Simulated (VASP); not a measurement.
# Al2O3 (P-6m2) in VASP: a series of runs

Al2O3 is run at these levels: PBE+D3(BJ); tasks: single point.

All numbers are computed with VASP 6.6.1; they aren't measurements. Logs are shortened: lines on timing, memory, paths and dates and some standing lists are left out, and cuts for length are marked.

### Step 1. The cell of the first run

The structure is hexagonal, space group P-6m2 (No. 187). Conventional cell: a = 2.892 Å, b = 2.892 Å, c = 7.361 Å, α = 90.00°, β = 90.00°, γ = 120.00°. Within 2.5 Å of Al (site symmetry 3m) lie 6 O at 1.85 to 2.18 Å. Within 2.5 Å of O (site symmetry 3m) lie 3 Al at 1.85 Å. Within 2.9 Å of O (site symmetry -6m2) lie 6 Al at 2.18 Å and 12 O at 2.76 to 2.89 Å.

### Step 2. Single point, PBE+D3(BJ) (atoms shifted along a free coordinate)

Contents of INCAR:

```
SYSTEM = Al2O3
  PREC = Accurate
  ENCUT = 520
  EDIFF = 1E-6
  ISMEAR = 0
  SIGMA = 0.05
  LREAL = .False.
  LASPH = .True.
  NELM = 60
  ALGO = Normal
  ISIF = 2
  LWAVE = .False.
  LCHARG = .True.
  GGA = PE
  IVDW = 12
  LELF = .True.
  LVHAR = .True.
  NBANDS = 20
```

Contents of KPOINTS:

```
Automatic mesh
0
Gamma
  9 9 4
  0 0 0
```

Contents of POSCAR:

```
Al2O3
1.0
    2.8924537055      0.0000000000      0.0000000000
   -1.4462268528      2.5049383882      0.0000000000
    0.0000000000      0.0000000000      7.3605135856
Al O
2 3
Direct
    0.0000000000      0.0000000000      0.1907358529
    0.0000000000      0.0000000000      0.8092641471
    0.3333333333      0.6666666667      0.2977981479
    0.6666666667      0.3333333333      0.0000000000
    0.3333333333      0.6666666667      0.7022018521
```

Potentials or basis: VASP PAW PBE potentials, release 64 (Al, O).

Run with:

```
cat potpaw_PBE.64/Al/POTCAR potpaw_PBE.64/O/POTCAR > POTCAR
mpirun -np 1 vasp_std > vasp.out
```

OUTCAR:

```text
SYSTEM = Al2O3
   PREC = Accurate
   ENCUT = 520
   EDIFF = 1E-6
   ISMEAR = 0
   LREAL = .False.
   LASPH = .True.
   NELM = 60
   ISIF = 2
   GGA = PE
   IVDW = 12
 IVDW          = 12

 ion  position               nearest neighbor table
   1  0.000  0.000  0.191-   3 1.85   3 1.85   3 1.85   4 2.18   4 2.18   4 2.18   2 2.81
   2  0.000  0.000  0.809-   5 1.85   5 1.85   5 1.85   4 2.18   4 2.18   4 2.18   1 2.81
   3  0.333  0.667  0.298-   1 1.85   1 1.85   1 1.85
   4  0.667  0.333  0.000-   1 2.18   2 2.18   1 2.18   2 2.18   1 2.18   2 2.18
   5  0.333  0.667  0.702-   2 1.85   2 1.85   2 1.85

  LATTYP: Found a hexagonal cell.
 ALAT       =     2.8924537055
 C/A-ratio  =     2.5447299542

  Lattice vectors:

 A1 = (   2.8924537055,   0.0000000000,   0.0000000000)
 A2 = (  -1.4462268528,   2.5049383882,   0.0000000000)
 A3 = (   0.0000000000,   0.0000000000,   7.3605135856)

Analysis of symmetry for initial positions (statically):
=====================================================================
 Subroutine PRICEL returns:
 Original cell was already a primitive cell.

 Routine SETGRP: Setting up the symmetry group for a
 hexagonal supercell.

 Subroutine GETGRP returns: Found 12 space group operations
 (whereof 12 operations were pure point group operations)
 out of a pool of 24 trial point group operations.

The static configuration has the point symmetry D_3h.

Analysis of symmetry for dynamics (positions and initial velocities):
=====================================================================
 Subroutine PRICEL returns:
 Original cell was already a primitive cell.

 Routine SETGRP: Setting up the symmetry group for a
 hexagonal supercell.

 Subroutine GETGRP returns: Found 12 space group operations
 (whereof 12 operations were pure point group operations)
 out of a pool of 24 trial point group operations.

The dynamic configuration has the point symmetry D_3h.

 Subroutine INISYM returns: Found 12 space group operations
 (whereof 12 operations are pure point group operations),
 and found     1 'primitive' translations

----------------------------------------------------------------------------------------

                                     Primitive cell

  volume of cell :      53.3300

  direct lattice vectors                    reciprocal lattice vectors
     2.892453705  0.000000000  0.000000000     0.345727227  0.199605708  0.000000000
    -1.446226853  2.504938388  0.000000000     0.000000000  0.399211416  0.000000000
     0.000000000  0.000000000  7.360513586     0.000000000  0.000000000  0.135860085

  length of vectors
     2.892453705  2.892453705  7.360513586     0.399211416  0.399211416  0.135860085

  position of ions in fractional coordinates (direct lattice)
     0.000000000  0.000000000  0.190735853
     0.000000000  0.000000000  0.809264147
     0.333333333  0.666666667  0.297798148
     0.666666667  0.333333333  0.000000000
     0.333333333  0.666666667  0.702201852

  ion indices of the primitive-cell ions
   primitive index   ion index
                 1           1
                 2           2
                 3           3
                 4           4
                 5           5

----------------------------------------------------------------------------------------

 KPOINTS: Automatic mesh

Automatic generation of k-mesh.
 Grid dimensions read from file:
 generate k-points for:    9    9    4

 Generating k-lattice:

  Cartesian coordinates                     Fractional coordinates (reciprocal lattice)
     0.038414136  0.022178412  0.000000000     0.111111111 -0.000000000  0.000000000
     0.000000000  0.044356824  0.000000000     0.000000000  0.111111111  0.000000000
     0.000000000  0.000000000  0.033965021     0.000000000  0.000000000  0.250000000

  Length of vectors
     0.044356824  0.044356824  0.033965021

  Shift w.r.t. Gamma in fractional coordinates (k-lattice)
     0.000000000  0.000000000  0.000000000

 Subroutine IBZKPT returns following result:
 ===========================================

 Found     36 irreducible k-points:

 Following reciprocal coordinates:
            Coordinates               Weight
  0.000000  0.000000  0.000000      1.000000
  0.111111  0.000000  0.000000      6.000000
  0.222222 -0.000000  0.000000      6.000000
  0.333333  0.000000  0.000000      6.000000
  0.444444 -0.000000  0.000000      6.000000
  0.111111  0.111111  0.000000      6.000000
[... 16 lines left out ...]
  0.333333  0.222222  0.250000     24.000000
  0.333333  0.333333  0.250000      4.000000
 [... further k-points ...]
   k-points           NKPTS =     36   k-points in BZ     NKDIM =     36   number of bands    NBANDS=     20
   number of dos      NEDOS =    301   number of ions     NIONS =      5
   total plane-waves  NPLWV =  32256
   dimension x,y,z NGX =    24 NGY =   24 NGZ =   56
   dimension x,y,z NGXF=    48 NGYF=   48 NGZF=  112
   ions per type =               2   3
   NGX,Y,Z   is equivalent  to a cutoff of  13.79, 13.79, 12.65 a.u.
   NGXF,Y,Z  is equivalent  to a cutoff of  27.59, 27.59, 25.30 a.u.
 SYSTEM =  Al2O3
   PREC   = accura    normal or accurate (medium, high low for compatibility)
   ISTART =      0    job   : 0-new  1-cont  2-samecut
   ICHARG =      2    charge: 1-file 2-atom 10-const
   ISPIN  =      1    spin polarized calculation?
   LNONCOLLINEAR =      F non collinear calculations
   LSORBIT =      F    spin-orbit coupling
   LASPH  =      T    aspherical Exc in radial PAW
   ENCUT  =  520.0 eV  38.22 Ry    6.18 a.u.   5.38  5.38 13.69*2*pi/ulx,y,z
   NELM   =     60;   NELMIN=  2; NELMDL= -5     # of ELM steps
   EDIFF  = 0.1E-05   stopping-criterion for ELM
   LREAL  =      F    real-space projection
   EDIFFG = 0.1E-04   stopping-criterion for IOM
   NSW    =      0    number of steps for IOM
   IBRION =     -1    ionic relax: 0-MD 1-quasi-New 2-CG
   NFREE  =      0    steps in history (QN), initial steepest desc. (CG)
   ISIF   =      2    stress and relaxation
   ISYM   =      2    0-nonsym 1-usesym 2-fastsym
   POTIM  = 0.5000    time-step for ionic-motion
   TEBEG  =    0.0;   TEEND  =   0.0 temperature during run
   PSTRESS=    0.0 pullay stress
   NELECT =      24.0000    total number of electrons
   NUPDOWN=      -1.0000    fix difference up-down
   EMIN   =  10.00;   EMAX   =-10.00  energy-range for DOS
   EFERMI =   0.00;   METHOD = LEGACY
   ISMEAR =     0;   SIGMA  =   0.05  broadening in eV -4-tet -1-fermi 0-gaus
   EFERMI_NEDOS =   21; number of points for ismear=-14 and -15
   IALGO  =     38    algorithm
   IMIX   =      4    mixing-type and parameters
     AMIX     =   0.40;   BMIX     =  1.00
     AMIX_MAG =   1.60;   BMIX_MAG =  1.00
  volume/ion in A,a.u.               =      10.67        71.98
  Fermi-wavevector in a.u.,A,eV,Ry     =   1.254550  2.370756 21.414159  1.573896
  Thomas-Fermi vector in A             =   2.388350
   LORBIT       =      0    0 simple, 1 ext, 2 COOP (PROOUT), +10 PAW based schemes
   GGA     = PE    functional components
   LHFCALC =     F    Hartree Fock is set to
   AEXX    =    0.0000 exact exchange contribution
   IVDW    =    12    specifies the selected vdW correction
   LEPSILON=     F    determine dielectric tensor
   LRPA    =     F    only Hartree local field effects (RPA)
 non-spin polarized calculation
 Gauss-broadening in eV      SIGMA  =   0.05
  energy-cutoff  :      520.00
  volume of cell :       53.33
 maximum number of plane-waves:      1467
 NGX is ok and might be reduce to    24
   NGX = 11   NGY = 11   NGZ = 27

 number of electron      23.9999992 magnetization

 Free energy of the ion-electron system (eV)
  ---------------------------------------------------
  ext. energy  EPLUGINS =         0.00000000
  ---------------------------------------------------
  free energy    TOTEN  =       -36.11698268 eV

  energy without entropy =      -36.11698268  energy(sigma->0) =      -36.11698268

 E-fermi :   3.8547     XC(G=0): -10.2942

 val. band max:        3.5783386979   @ k =   0.1111   0.0000   0.0000
 cond. band min:       7.3966702827   @ k =   0.0000   0.0000   0.0000
 fundamental gap:      3.8183315848
 Fermi energy:         3.8546570040

 k-point     1 :       0.0000    0.0000    0.0000
  band No.  band energies     occupation
      1     -15.3729      2.00000
      2     -13.8374      2.00000
      3     -13.2347      2.00000
      4      -1.9164      2.00000
      5       0.9552      2.00000
      6       1.9141      2.00000
[... 12 lines left out ...]
     19      17.7536      0.00000
     20      18.3482      0.00000

 k-point     2 :       0.1111    0.0000    0.0000
  band No.  band energies     occupation
      1     -15.2320      2.00000
      2     -13.7281      2.00000
      3     -13.1706      2.00000
      4      -1.8287      2.00000
      5       0.5818      2.00000
      6       1.7262      2.00000
[... 12 lines left out ...]
     19      17.6225      0.00000
     20      18.0415      0.00000

 k-point     3 :       0.2222   -0.0000    0.0000
  band No.  band energies     occupation
      1     -14.8432      2.00000
      2     -13.4368      2.00000
      3     -13.0133      2.00000
      4      -1.6708      2.00000
      5      -0.6116      2.00000
      6       0.8664      2.00000
[... 12 lines left out ...]
     19      17.1802      0.00000
     20      18.3522      0.00000

 k-point     4 :       0.3333    0.0000    0.0000
  band No.  band energies     occupation
      1     -14.3205      2.00000
      2     -13.0748      2.00000
      3     -12.8589      2.00000
      4      -1.9076      2.00000
      5      -1.7594      2.00000
      6      -0.1806      2.00000
[... 429 lines left out ...]
 k-point    23 :       0.3333    0.2222    0.2500
  band No.  band energies     occupation
      1     -13.7325      2.00000
      2     -12.7661      2.00000
      3     -12.6957      2.00000
      4      -2.3434      2.00000
      5      -1.7114      2.00000
      6      -0.7461      2.00000
[... 12 lines left out ...]
     19      16.1245      0.00000
     20      17.4218      0.00000

 k-point    24 :       0.3333    0.3333    0.2500
  band No.  band energies     occupation
      1     -13.6160      2.00000
      2     -12.7217      2.00000
      3     -12.6527      2.00000
      4      -2.2221      2.00000
      5      -1.4820      2.00000
      6      -1.0724      2.00000
[... 12 lines left out ...]
     19      15.9741      0.00000
     20      17.4322      0.00000

 [... further k-points ...]

------------------------ aborting loop because EDIFF is reached ----------------------------------------

 Edisp (eV)   -0.94377

 E8    (eV) :    -0.3566

  FORCE on cell =-STRESS in cart. coord.  units (eV):
  Direction    XX          YY          ZZ          XY          YZ          ZX
  --------------------------------------------------------------------------------------
  -------------------------------------------------------------------------------------
  Total      -3.46178    -3.46178    -3.78194     0.00000     0.00000     0.00000
  in kB    -104.00124  -104.00124  -113.61972     0.00000     0.00000     0.00000
  external pressure =     -107.21 kB  Pullay stress =        0.00 kB

 VOLUME and BASIS-vectors are now :
 -----------------------------------------------------------------------------
  energy-cutoff  :      520.00
  volume of cell :       53.33
      direct lattice vectors                 reciprocal lattice vectors
     2.892453705  0.000000000  0.000000000     0.345727227  0.199605708  0.000000000
    -1.446226853  2.504938388  0.000000000     0.000000000  0.399211416  0.000000000
     0.000000000  0.000000000  7.360513586     0.000000000  0.000000000  0.135860085

 POSITION                                       TOTAL-FORCE (eV/Angst)
 -----------------------------------------------------------------------------------
      0.00000      0.00000      1.40391         0.000000      0.000000      1.664249
      0.00000      0.00000      5.95660         0.000000      0.000000     -1.664249
     -0.00000      1.66996      2.19195        -0.000000     -0.000000     -2.004310
      1.44623      0.83498      0.00000        -0.000000      0.000000      0.000000
     -0.00000      1.66996      5.16857        -0.000000     -0.000000      2.004310
 -----------------------------------------------------------------------------------
    total drift:                                0.000000     -0.000000      0.000000

  FREE ENERGIE OF THE ION-ELECTRON SYSTEM (eV)
  ---------------------------------------------------
  free  energy   TOTEN  =       -37.0607571357 eV

  energy  without entropy=      -37.0607571357  energy(sigma->0) =      -37.06075714
```

Wall time 49 s (1 thread of Intel Xeon 8259CL, shared host); peak memory 0.2 GiB.

Results:

| Property | Result |
| --- | --- |
| Free energy | -37.0608 eV |
| Pressure | -10.7 GPa |
| Largest force | 2.004 eV/Å |
| Band gap on the k mesh | 3.82 eV (least direct gap 3.88 eV) |
| Dispersion energy per atom | -0.189 eV |

Forces in eV/Å, atoms in the order of the input:
```
Al   0.000  0.000  1.664
Al   0.000  0.000 -1.664
O    0.000  0.000 -2.004
O    0.000  0.000  0.000
O    0.000  0.000  2.004
```

Caveat: the cell differs from its parent crystal (atoms shifted along a free coordinate); the cell stands under tension; an odd mesh through Γ misses points on the zone boundary, where band edges can lie; forces of over 1 eV/Å act on the atoms, so gaps and moduli don't describe the material at rest.

### Step 3. Single point, PBE+D3(BJ) (atoms shifted along a free coordinate)

Contents of INCAR:

```
PREC = Accurate
ENCUT = 520
EDIFF = 1E-6
ISMEAR = 0
SIGMA = 0.05
LREAL = False
LASPH = True
NELM = 100
ALGO = Normal
ISIF = 2
LWAVE = False
LCHARG = True
GGA = PE
IVDW = 12
LELF = True
LVHAR = True
NBANDS = 20
```

Contents of KPOINTS:

```
Automatic mesh
0
Gamma
  9 9 4
```

Contents of POSCAR:

```
Al2O3
1.0
    2.9172793866      0.0000000000      0.0000000000
   -1.4586396933      2.5264380587      0.0000000000
    0.0000000000      0.0000000000      7.4236882398
Al O
2 3
Direct
    0.0000000000      0.0000000000      0.1907358529
    0.0000000000      0.0000000000      0.8092641471
    0.3333333333      0.6666666667      0.2772396691
    0.6666666667      0.3333333333      0.0000000000
    0.3333333333      0.6666666667      0.7227603309
```

Potentials or basis: VASP PAW PBE potentials, release 64 (Al, O).

Run with:

```
cat potpaw_PBE.64/Al/POTCAR potpaw_PBE.64/O/POTCAR > POTCAR
mpirun -np 1 vasp_std > vasp.out
```

Wall time 45 s (1 thread of Intel Xeon 8259CL, shared host); peak memory 0.2 GiB.

The run converged. Its results:

* Free energy: -37.2592 eV
* Pressure: -5.5 GPa
* Largest force: 0.578 eV/Å
* Band gap on the k mesh: 4.28 eV (least direct gap 4.41 eV)
* Dispersion energy per atom: -0.185 eV

Forces on the atoms (eV/Å):
```
Al   0.000  0.000 -0.578
Al   0.000  0.000  0.578
O    0.000  0.000  0.247
O    0.000  0.000  0.000
O    0.000  0.000 -0.247
```

Stress tensor (GPa, compression positive):
```
-7.00  0.00  0.00
 0.00 -7.00  0.00
 0.00  0.00 -2.61
```

Levels at points of the mesh, in eV from the valence-band top:
```
           k point  band 8  band 9  band 10  band 11  band 12  band 13  band 14  band 15  band 16  band 17
(0.00, 0.00, 0.00)   -1.67   -1.67    -0.57    -0.57    -0.14     4.28     7.23     7.77    11.09    13.45
(0.00, 0.00, 0.50)   -1.69   -1.69    -0.73    -0.57    -0.57     4.81     6.61     7.83    11.54    13.77
```

Caveat: the cell differs from its parent crystal (atoms shifted along a free coordinate); the cell stands under tension; an odd mesh through Γ misses points on the zone boundary, where band edges can lie.
